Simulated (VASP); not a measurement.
LiCl:

```
Cl Li
1.0
     0.00000    2.56477    2.56477
     2.56477    0.00000    2.56477
     2.56477    2.56477    0.00000
Cl Li
1 1
Direct
  0.50000 0.50000 0.50000
  0.00000 0.00000 0.00000
```

```yaml
Program: VASP 6.6.1
Task: relaxation of cell and atoms
Functional: PBE
Dispersion: D3(BJ)
Potentials_or_basis: VASP PAW PBE potentials, release 64 (Cl, Li_sv)
Cutoff: 600 eV
k_mesh: 9 × 9 × 9
Occupations: fermi-dirac, width 0.05 eV
Spin: no spin polarisation
```

At the start: pressure -1.9 GPa; volume 16.87 Å³/atom.

Q: Where does the relaxation end?

A: Over 4 steps the energy falls by 6.0 meV/atom and the volume is 15.91 Å³/atom (-5.7 %); space group Fm-3m (No. 225, to 0.05 Å).

Step by step:
| step | energy change (eV) | largest force (eV/Å) | pressure (GPa) | volume (Å³) |
| --- | --- | --- | --- | --- |
| 1 | 0.0000 | 0.0000 | -1.91 | 33.74 |
| 2 | -0.0090 | 0.0000 | -1.02 | 32.77 |
| 3 | -0.0120 | 0.0000 | -0.12 | 31.94 |
| 4 | -0.0121 | 0.0000 | 0.00 | 31.82 |

Final structure:
```
CELL_PARAMETERS angstrom
0.00000 2.51523 2.51523
2.51523 0.00000 2.51523
2.51523 2.51523 0.00000
ATOMIC_POSITIONS crystal
Cl 0.50000 0.50000 0.50000
Li 0.00000 0.00000 0.00000
```

Caveat: the cutoff is under 1.25 times the usual one of these potentials, so pressure, stress and relaxed cells hold a basis-set (Pulay) error.
